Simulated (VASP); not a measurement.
Set up this calculation in VASP 6.6.1, as the native input.

* Task: single point
* Functional: PBE
* Potentials or basis: VASP PAW PBE potentials, release 64 (Ni, Si)
* Cutoff: 520 eV
* k mesh: 7 × 7 × 7
* Occupations: fermi-dirac, width 0.05 eV
* Spin: collinear spin, ferromagnetic start
* Starting moments: [0.2, 0.0, 0.0] μB
* Fixed moment: 0.2 μB
* Dipole correction: no
* Further INCAR settings: ALGO = Normal; EDIFF = 1e-07; NBANDS = 20

The structure of Si2Ni lies in POSCAR:

```
Si2Ni
1.0
    0.0000000000      2.7030000000      2.7030000000
    2.7030000000      0.0000000000      2.7030000000
    2.7030000000      2.7030000000      0.0000000000
Ni Si
1 2
Direct
    0.0000000000      0.0000000000      0.0000000000
    0.7500000000      0.7500000000      0.7500000000
    0.2500000000      0.2500000000      0.2500000000
```

The input as run:

INCAR

```
SYSTEM = Si2Ni
ALGO = Normal
EDIFF = 1E-7
ENCUT = 520
GGA = PE
ISIF = 2
ISMEAR = -1
ISPIN = 2
LASPH = .True.
LCHARG = .False.
LMAXMIX = 4
LORBIT = 11
LREAL = .False.
LWAVE = .False.
MAGMOM = 0.2 0 0
NBANDS = 20
NELM = 150
NUPDOWN = 0.2
PREC = Accurate
SIGMA = 0.05
```

KPOINTS

```
k-points
0
Gamma
  7 7 7
  0 0 0
```

Potentials or basis: VASP PAW PBE potentials, release 64 (Ni, Si).

The run is started by

```sh
$ cat potpaw_PBE.64/Ni/POTCAR potpaw_PBE.64/Si/POTCAR > POTCAR
$ mpirun -np 1 vasp_std > vasp.out
```

Results of the run:

```
Pressure                                              : 3.0 GPa
Net moment                                            : 0.20 μB per cell
Site moments                                          : Ni +0.11; Si +0.03 μB
Valence electrons inside the program's atomic spheres : Ni 9.81; Si 1.58
```

Caveat: the total moment is fixed, so each spin has its own Fermi level.

Run time: 16 s on 1 thread of Intel(R) Xeon(R) 6975P-C (Granite Rapids) (shared host), peak memory 0.18 GiB.
